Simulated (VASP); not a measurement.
Set up this calculation in VASP 6.6.1, as the native input.

```yaml
Task: electric field gradients
Functional: PBEsol
Potentials_or_basis: VASP PAW PBE potentials, release 64 (Nb_sv, N)
Cutoff: 520 eV
k_mesh: 14 × 14 × 14
Occupations: fermi-dirac, width 0.08 eV
Spin: no spin polarisation
Dipole_correction: no
Further_INCAR_settings: ALGO = Normal; EDIFF = 1e-08; NBANDS = 16
```

The structure of NbN lies in POSCAR:

```
NbN
1.0
    0.0000000000      2.2233783117      2.2233783117
    2.2233783117      0.0000000000      2.2233783117
    2.2233783117      2.2233783117      0.0000000000
Nb N
1 1
Direct
    0.5000000000      0.5000000000      0.5000000000
    0.0000000000      0.0000000000      0.0000000000
```

This cell differs from its parent crystal: volume scaled by 1.04.

One way to write it, as run:

INCAR

```
  PREC = Accurate
  ENCUT = 520
  EDIFF = 1E-8
  ISMEAR = -1
  SIGMA = 0.08
  LREAL = False
  LASPH = True
  NELM = 120
  ALGO = Normal
  ISIF = 2
  LWAVE = False
  LCHARG = False
  GGA = PS
  LEFG = True
  NBANDS = 16
  GGA_COMPAT = False
```

KPOINTS

```
Automatic mesh
0
Gamma
  14 14 14
```

Potentials or basis: VASP PAW PBE potentials, release 64 (Nb_sv, N).

Command:

```console
$ cat potpaw_PBE.64/Nb_sv/POTCAR potpaw_PBE.64/N/POTCAR > POTCAR
$ mpirun -np 1 vasp_std > vasp.out
```

It gave:

```yaml
Pressure: -14.0 GPa
Band_gap_on_the_k_mesh: zero (band 9 reaches 14.70 eV, above the bottom of band 10 at 11.35 eV)
```

Caveat: without QUAD_EFG the Cq values of the log hold for a quadrupole moment of 1 mb, not for the nuclei; the PAW data sets were made with another functional, which shifts forces and pressure a little.

Run time: 33 s on 1 thread of Intel(R) Xeon(R) Platinum 8375C CPU @ 2.90GHz (Ice Lake), with other jobs on the host, peak memory 0.16 GiB.
